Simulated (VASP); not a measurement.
# CuAu3 (P4/mmm) in VASP: further runs

Runs on CuAu3. Level: PBEsol. Tasks: single point.

All numbers are computed with VASP 6.6.1; they aren't measurements. Logs are shortened: lines on timing, memory, paths and dates and some standing lists are left out, and cuts for length are marked.

## (1) The cell of the first run

The structure is tetragonal, space group P4/mmm (No. 123). Conventional cell: a = 4.054 Å, b = 4.054 Å, c = 3.847 Å, α = 90.00°, β = 90.00°, γ = 90.00°. Cu (site symmetry 4/mmm) has 12 Au at 2.79 to 2.87 Å and 6 Cu at 3.85 to 4.05 Å within 4.1 Å. Au (site symmetry mmm) has 4 Cu at 2.79 Å and 14 Au at 2.79 to 4.05 Å within 4.1 Å. Au (site symmetry 4/mmm) has 14 Au at 2.79 to 4.05 Å and 4 Cu at 2.87 Å within 4.1 Å.

## (2) Single point, PBEsol (biaxial strain in the a-b plane: +2.0 %, then relaxed in part)

File INCAR:

```
SYSTEM = CuAu3
PREC = Accurate
ENCUT = 520
EDIFF = 1E-6
ISMEAR = 0
SIGMA = 0.1
LREAL = .False.
LASPH = .True.
NELM = 80
ALGO = Fast
ISIF = 2
LWAVE = .False.
LCHARG = .True.
GGA = PS
LELF = .True.
LVHAR = .True.
NBANDS = 30
```

File KPOINTS:

```
Automatic mesh
0
Gamma
  14 14 14
  0 0 0
```

File POSCAR:

```
CuAu3
1.0
    4.0537367837      0.0000000000      0.0000000000
    0.0000000000      4.0537367837      0.0000000000
    0.0000000000      0.0000000000      3.8469197553
Cu Au
1 3
Direct
    0.0000000000      0.0000000000      0.0000000000
    0.0000000000      0.5000000000      0.5000000000
    0.5000000000      0.0000000000      0.5000000000
    0.5000000000      0.5000000000      0.0000000000
```

Potentials or basis: VASP PAW PBE potentials, release 64 (Cu, Au).

Launch:

```sh
$ cat potpaw_PBE.64/Cu/POTCAR potpaw_PBE.64/Au/POTCAR > POTCAR
$ mpirun -np 1 vasp_std > vasp.out
```

OUTCAR:

```text
SYSTEM = CuAu3
   PREC = Accurate
   ENCUT = 520
   EDIFF = 1E-6
   ISMEAR = 0
   LREAL = .False.
   LASPH = .True.
   NELM = 80
   ISIF = 2
   GGA = PS

 ion  position               nearest neighbor table
   1  0.000  0.000  0.000-   2 2.79   3 2.79   2 2.79   3 2.79   2 2.79   2 2.79   3 2.79   3 2.79
                             4 2.87   4 2.87   4 2.87   4 2.87
   2  0.000  0.500  0.500-   1 2.79   4 2.79   1 2.79   4 2.79   1 2.79   1 2.79   4 2.79   4 2.79
                             3 2.87   3 2.87   3 2.87   3 2.87
   3  0.500  0.000  0.500-   1 2.79   4 2.79   1 2.79   4 2.79   4 2.79   4 2.79   1 2.79   1 2.79
                             2 2.87   2 2.87   2 2.87   2 2.87
   4  0.500  0.500  0.000-   2 2.79   3 2.79   2 2.79   3 2.79   3 2.79   3 2.79   2 2.79   2 2.79
                             1 2.87   1 2.87   1 2.87   1 2.87

  LATTYP: Found a simple tetragonal cell.
 ALAT       =     4.0537367837
 C/A-ratio  =     0.9489811403

  Lattice vectors:

 A1 = (   4.0537367837,   0.0000000000,   0.0000000000)
 A2 = (   0.0000000000,   4.0537367837,   0.0000000000)
 A3 = (   0.0000000000,   0.0000000000,   3.8469197553)

Analysis of symmetry for initial positions (statically):
=====================================================================
 Subroutine PRICEL returns:
 Original cell was already a primitive cell.

 Routine SETGRP: Setting up the symmetry group for a
 simple tetragonal supercell.

 Subroutine GETGRP returns: Found 16 space group operations
 (whereof 16 operations were pure point group operations)
 out of a pool of 16 trial point group operations.

The static configuration has the point symmetry D_4h.

Analysis of symmetry for dynamics (positions and initial velocities):
=====================================================================
 Subroutine PRICEL returns:
 Original cell was already a primitive cell.

 Routine SETGRP: Setting up the symmetry group for a
 simple tetragonal supercell.

 Subroutine GETGRP returns: Found 16 space group operations
 (whereof 16 operations were pure point group operations)
 out of a pool of 16 trial point group operations.

The dynamic configuration has the point symmetry D_4h.

 Subroutine INISYM returns: Found 16 space group operations
 (whereof 16 operations are pure point group operations),
 and found     1 'primitive' translations

----------------------------------------------------------------------------------------

                                     Primitive cell

  volume of cell :      63.2156

  direct lattice vectors                    reciprocal lattice vectors
     4.053736784  0.000000000  0.000000000     0.246685972  0.000000000  0.000000000
     0.000000000  4.053736784  0.000000000     0.000000000  0.246685972  0.000000000
     0.000000000  0.000000000  3.846919755     0.000000000  0.000000000  0.259948235

  length of vectors
     4.053736784  4.053736784  3.846919755     0.246685972  0.246685972  0.259948235

  position of ions in fractional coordinates (direct lattice)
     0.000000000  0.000000000  0.000000000
     0.000000000  0.500000000  0.500000000
     0.500000000  0.000000000  0.500000000
     0.500000000  0.500000000  0.000000000

  ion indices of the primitive-cell ions
   primitive index   ion index
                 1           1
                 2           2
                 3           3
                 4           4

----------------------------------------------------------------------------------------

 KPOINTS: Automatic mesh

Automatic generation of k-mesh.
 Grid dimensions read from file:
 generate k-points for:   14   14   14

 Generating k-lattice:

  Cartesian coordinates                     Fractional coordinates (reciprocal lattice)
     0.017620427  0.000000000  0.000000000     0.071428571  0.000000000  0.000000000
     0.000000000  0.017620427  0.000000000     0.000000000  0.071428571  0.000000000
     0.000000000  0.000000000  0.018567731     0.000000000  0.000000000  0.071428571

  Length of vectors
     0.017620427  0.017620427  0.018567731

  Shift w.r.t. Gamma in fractional coordinates (k-lattice)
     0.000000000  0.000000000  0.000000000

 Subroutine IBZKPT returns following result:
 ===========================================

 Found    288 irreducible k-points:

 Following reciprocal coordinates:
            Coordinates               Weight
  0.000000  0.000000  0.000000      1.000000
  0.071429  0.000000  0.000000      4.000000
  0.142857  0.000000  0.000000      4.000000
  0.214286  0.000000  0.000000      4.000000
  0.285714  0.000000  0.000000      4.000000
  0.357143  0.000000  0.000000      4.000000
[... 16 lines left out ...]
  0.285714  0.214286  0.000000      8.000000
  0.357143  0.214286  0.000000      8.000000
 [... further k-points ...]
   k-points           NKPTS =    288   k-points in BZ     NKDIM =    288   number of bands    NBANDS=     30
   number of dos      NEDOS =    301   number of ions     NIONS =      4
   total plane-waves  NPLWV =  27000
   dimension x,y,z NGX =    30 NGY =   30 NGZ =   30
   dimension x,y,z NGXF=    60 NGYF=   60 NGZF=   60
   ions per type =               1   3
   NGX,Y,Z   is equivalent  to a cutoff of  12.30, 12.30, 12.96 a.u.
   NGXF,Y,Z  is equivalent  to a cutoff of  24.61, 24.61, 25.93 a.u.
 SYSTEM =  CuAu3
   PREC   = accura    normal or accurate (medium, high low for compatibility)
   ISTART =      0    job   : 0-new  1-cont  2-samecut
   ICHARG =      2    charge: 1-file 2-atom 10-const
   ISPIN  =      1    spin polarized calculation?
   LNONCOLLINEAR =      F non collinear calculations
   LSORBIT =      F    spin-orbit coupling
   LASPH  =      T    aspherical Exc in radial PAW
   ENCUT  =  520.0 eV  38.22 Ry    6.18 a.u.   7.54  7.54  7.15*2*pi/ulx,y,z
   NELM   =     80;   NELMIN=  2; NELMDL= -5     # of ELM steps
   EDIFF  = 0.1E-05   stopping-criterion for ELM
   LREAL  =      F    real-space projection
   EDIFFG = 0.1E-04   stopping-criterion for IOM
   NSW    =      0    number of steps for IOM
   IBRION =     -1    ionic relax: 0-MD 1-quasi-New 2-CG
   NFREE  =      0    steps in history (QN), initial steepest desc. (CG)
   ISIF   =      2    stress and relaxation
   ISYM   =      2    0-nonsym 1-usesym 2-fastsym
   POTIM  = 0.5000    time-step for ionic-motion
   TEBEG  =    0.0;   TEEND  =   0.0 temperature during run
   PSTRESS=    0.0 pullay stress
   NELECT =      44.0000    total number of electrons
   NUPDOWN=      -1.0000    fix difference up-down
   EMIN   =  10.00;   EMAX   =-10.00  energy-range for DOS
   EFERMI =   0.00;   METHOD = LEGACY
   ISMEAR =     0;   SIGMA  =   0.10  broadening in eV -4-tet -1-fermi 0-gaus
   EFERMI_NEDOS =   21; number of points for ismear=-14 and -15
   IALGO  =     68    algorithm
   IMIX   =      4    mixing-type and parameters
     AMIX     =   0.40;   BMIX     =  1.00
     AMIX_MAG =   1.60;   BMIX_MAG =  1.00
  volume/ion in A,a.u.               =      15.80       106.65
  Fermi-wavevector in a.u.,A,eV,Ry     =   1.450834  2.741678 28.639156  2.104919
  Thomas-Fermi vector in A             =   2.568400
   LORBIT       =      0    0 simple, 1 ext, 2 COOP (PROOUT), +10 PAW based schemes
   GGA     = PS    functional components
   LHFCALC =     F    Hartree Fock is set to
   AEXX    =    0.0000 exact exchange contribution
   IVDW    =     0    specifies the selected vdW correction
   LEPSILON=     F    determine dielectric tensor
   LRPA    =     F    only Hartree local field effects (RPA)
 non-spin polarized calculation
 RMM-DIIS sequential band-by-band and
 Gauss-broadening in eV      SIGMA  =   0.10
  energy-cutoff  :      520.00
  volume of cell :       63.22
 maximum number of plane-waves:      1722
   NGX = 15   NGY = 15   NGZ = 15

 number of electron      43.9999981 magnetization

 Free energy of the ion-electron system (eV)
  ---------------------------------------------------
  ext. energy  EPLUGINS =         0.00000000
  ---------------------------------------------------
  free energy    TOTEN  =       -16.18381037 eV

  energy without entropy =      -16.17784644  energy(sigma->0) =      -16.18082840

 E-fermi :   8.9978     XC(G=0): -12.8556

 val. band max:        8.9912954768   @ k =   0.2143   0.1429   0.1429
 cond. band min:       9.0001837883   @ k =   0.2143   0.2143   0.0714
 fundamental gap:      0.0088883115
 Fermi energy:         8.9978293701

 k-point     1 :       0.0000    0.0000    0.0000
  band No.  band energies     occupation
      1      -0.9790      2.00000
      2       1.4979      2.00000
      3       2.3142      2.00000
      4       2.3142      2.00000
      5       2.3421      2.00000
      6       2.3661      2.00000
[... 22 lines left out ...]
     29      18.4192      0.00000
     30      19.0880      0.00000

 k-point     2 :       0.0714    0.0000    0.0000
  band No.  band energies     occupation
      1      -0.9208      2.00000
      2       1.5324      2.00000
      3       2.3290      2.00000
      4       2.3486      2.00000
      5       2.3592      2.00000
      6       2.3954      2.00000
[... 22 lines left out ...]
     29      18.4646      0.00000
     30      19.1048      0.00000

 k-point     3 :       0.1429    0.0000    0.0000
  band No.  band energies     occupation
      1      -0.7482      2.00000
      2       1.6327      2.00000
      3       2.3717      2.00000
      4       2.3970      2.00000
      5       2.4514      2.00000
      6       2.4825      2.00000
[... 22 lines left out ...]
     29      18.5470      0.00000
     30      19.0351      0.00000

 k-point     4 :       0.2143    0.0000    0.0000
  band No.  band energies     occupation
      1      -0.4677      2.00000
      2       1.7876      2.00000
      3       2.4331      2.00000
      4       2.4378      2.00000
      5       2.6204      2.00000
      6       2.6260      2.00000
[... 616 lines left out ...]
     29      19.4613      0.00000
     30      19.6627      0.00000

 k-point    23 :       0.2857    0.2143    0.0000
  band No.  band energies     occupation
      1       0.3703      2.00000
      2       2.2699      2.00000
      3       2.7113      2.00000
      4       2.7310      2.00000
      5       2.9071      2.00000
      6       3.0551      2.00000
[... 22 lines left out ...]
     29      18.9674      0.00000
     30      19.8296      0.00000

 k-point    24 :       0.3571    0.2143    0.0000
  band No.  band energies     occupation
      1       0.7892      2.00000
      2       2.4370      2.00000
      3       2.7064      2.00000
      4       2.8312      2.00000
      5       3.0847      2.00000
      6       3.3056      2.00000
[... 22 lines left out ...]
     29      19.4230      0.00000
     30      20.1935      0.00000

 [... further k-points ...]

------------------------ aborting loop because EDIFF is reached ----------------------------------------

  FORCE on cell =-STRESS in cart. coord.  units (eV):
  Direction    XX          YY          ZZ          XY          YZ          ZX
  --------------------------------------------------------------------------------------
  -------------------------------------------------------------------------------------
  Total       -0.7582815     -0.7582815     -0.1002014      0.0000000      0.0000000     -0.0000000
  in kB      -19.2183809    -19.2183809     -2.5395694      0.0000000      0.0000000     -0.0000000
  external PRESSURE =     -13.6587771 kB  Pullay stress =       0.0000000 kB

 VOLUME and BASIS-vectors are now :
 -----------------------------------------------------------------------------
  energy-cutoff  :      520.00
  volume of cell :       63.22
      direct lattice vectors                 reciprocal lattice vectors
     4.053736784  0.000000000  0.000000000     0.246685972  0.000000000  0.000000000
     0.000000000  4.053736784  0.000000000     0.000000000  0.246685972  0.000000000
     0.000000000  0.000000000  3.846919755     0.000000000  0.000000000  0.259948235

 POSITION                                       TOTAL-FORCE (eV/Angst)
 -----------------------------------------------------------------------------------
      0.00000      0.00000      0.00000         0.000000      0.000000      0.000000
      0.00000      2.02687      1.92346         0.000000      0.000000      0.000000
      2.02687      0.00000      1.92346         0.000000      0.000000      0.000000
      2.02687      2.02687      0.00000         0.000000      0.000000      0.000000
 -----------------------------------------------------------------------------------
    total drift:                                0.000000      0.000000     -0.000000

  FREE ENERGIE OF THE ION-ELECTRON SYSTEM (eV)
  ---------------------------------------------------
  free  energy   TOTEN  =       -16.1838103653 eV

  energy  without entropy=      -16.1778464351  energy(sigma->0) =      -16.18082840
```

Wall time 6.3 min (1 thread of Oxide Virtual Turin-like, shared host); peak memory 0.5 GiB.

What came out:

- Free energy: -16.1838 eV
- Pressure: -1.4 GPa
- Band gap on the k mesh: zero (bands 22 and 23 overlap by 2.05 eV)

Caveat: the cell differs from its parent crystal (biaxial strain in the a-b plane: +2.0 %, then relaxed in part); the PAW data sets were made with another functional, which shifts forces and pressure a little; spin-orbit coupling is left out, which moves the levels of the heavy elements.

## (3) Single point, PBEsol (biaxial strain in the a-b plane: +2.0 %)

File INCAR:

```
SYSTEM = CuAu3
ALGO     = Fast           ! electronic algorithm
EDIFF    = 1E-6           ! SCF threshold, eV
ENCUT    = 520            ! plane-wave cutoff, eV
GGA      = PS             ! functional
ISIF     = 2              ! what is computed and relaxed
ISMEAR   = 0              ! smearing method
LASPH    = .TRUE.         ! aspherical terms in the spheres
LCHARG   = .FALSE.        ! write CHGCAR
LREAL    = .FALSE.        ! projectors in reciprocal space
LWAVE    = .FALSE.        ! write WAVECAR
NBANDS   = 30             ! bands
NELM     = 100            ! most SCF steps
PREC     = Accurate       ! precision mode
SIGMA    = 0.1            ! smearing width, eV
```

File KPOINTS:

```
k-points
0
G
  14 14 14
  0 0 0
```

Edit POSCAR of step 2 so:

```diff
@@ -4,3 +4,3 @@
     0.0000000000      4.0537367837      0.0000000000
-    0.0000000000      0.0000000000      3.8469197553
+    0.0000000000      0.0000000000      3.9265607278
 Cu Au
```

Potentials or basis: VASP PAW PBE potentials, release 64 (Cu, Au).

Launch:

```sh
$ cat potpaw_PBE.64/Cu/POTCAR potpaw_PBE.64/Au/POTCAR > POTCAR
$ mpirun -np 1 vasp_std > vasp.out
```

Wall time 16 min (1 thread of Oxide Virtual Turin-like, shared host); peak memory 0.51 GiB.

The run converged. Its results:

* Free energy: -16.1685 eV
* Pressure: -4.6 GPa
* Band gap on the k mesh: zero (bands 22 and 23 overlap by 1.97 eV)

Stress tensor (GPa, compression positive):
```
-4.94  0.00  0.00
 0.00 -4.94  0.00
 0.00  0.00 -3.83
```

Levels at points of the mesh, in eV from the Fermi level:
```csv
k point,band 19,band 20,band 21,band 22,band 23,band 24,band 25,band 26
"(0.00, 0.00, 0.00)",-1.51,-1.41,-1.41,0.83,0.83,1.39,5.45,5.88
"(0.50, 0.00, 0.00)",-2.09,-1.87,-1.50,-1.42,5.18,5.53,5.57,6.04
"(0.50, 0.50, 0.00)",-2.14,-2.14,-0.86,-0.32,-0.27,-0.27,8.53,9.23
"(0.00, 0.00, 0.50)",-2.05,-1.93,-1.67,-1.51,4.89,5.13,5.84,5.84
"(0.50, 0.00, 0.50)",-2.12,-2.10,-0.71,-0.15,-0.03,-0.02,8.07,8.52
"(0.50, 0.50, 0.50)",-1.62,-1.56,-1.06,-1.00,-1.00,-1.00,2.83,2.83
```

Caveat: the cell differs from its parent crystal (biaxial strain in the a-b plane: +2.0 %); the cell stands under tension; the PAW data sets were made with another functional, which shifts forces and pressure a little; spin-orbit coupling is left out, which moves the levels of the heavy elements.
